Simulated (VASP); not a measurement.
Al2Ru: single point with r2SCAN

Al2Ru:

```
Al Ru
1.0
    -1.56042    1.56042    4.22181
     1.56042   -1.56042    4.22181
     1.56042    1.56042   -4.22181
Al Ru
2 1
Direct
  0.65920 0.65920 0.00000
  0.34080 0.34080 0.00000
  0.00000 0.00000 0.00000
```

| Quantity | Value |
| --- | --- |
| Program | VASP 6.6.1 |
| Task | single point |
| Functional | r2SCAN |
| Potentials or basis | VASP PAW PBE potentials, release 64 (Al, Ru_pv) |
| Cutoff | 520 eV |
| k mesh | 4 × 4 × 4 |
| Occupations | gaussian, width 0.1 eV |
| Spin | no spin polarisation |
| Dipole correction | no |
| Further INCAR settings | ALGO = Normal; EDIFF = 1e-06; NBANDS = 17 |

```json
{
  "Pressure": "0.1 GPa",
  "Largest force": "0.070 eV/Å",
  "Band gap on the k mesh": "0.25 eV, indirect (least direct gap 0.84 eV)"
}
```

Forces in eV/Å, atoms in the order of the input:
```
Al   0.000  0.000  0.070
Al   0.000  0.000 -0.070
Ru   0.000  0.000  0.000
```

Stress tensor (GPa, compression positive):
```
-0.12  0.00  0.00
 0.00 -0.12  0.00
 0.00  0.00  0.63
```

Levels at points of the mesh, in eV from the valence-band top:
```csv
k point,band 8,band 9,band 10,band 11,band 12,band 13
"(0.00, 0.00, 0.00)",-2.31,-2.19,-1.30,2.42,4.65,6.34
"(0.50, 0.00, 0.00)",-3.11,-2.96,-1.73,0.55,3.12,5.22
"(0.50, 0.50, 0.00)",-3.37,-1.32,-0.57,0.27,1.89,1.90
"(0.50, 0.50, 0.50)",-1.86,-1.86,-1.28,3.26,3.26,6.39
```

Wall time 43 s on 1 thread of Intel(R) Xeon(R) Platinum 8375C CPU @ 2.90GHz (Ice Lake) (shared host), peak memory 0.21 GiB.

Caveat: the k points lie up to 0.71 Å⁻¹ apart; the PAW data sets were made with another functional, which shifts forces and pressure a little. A k mesh can miss the band edges.
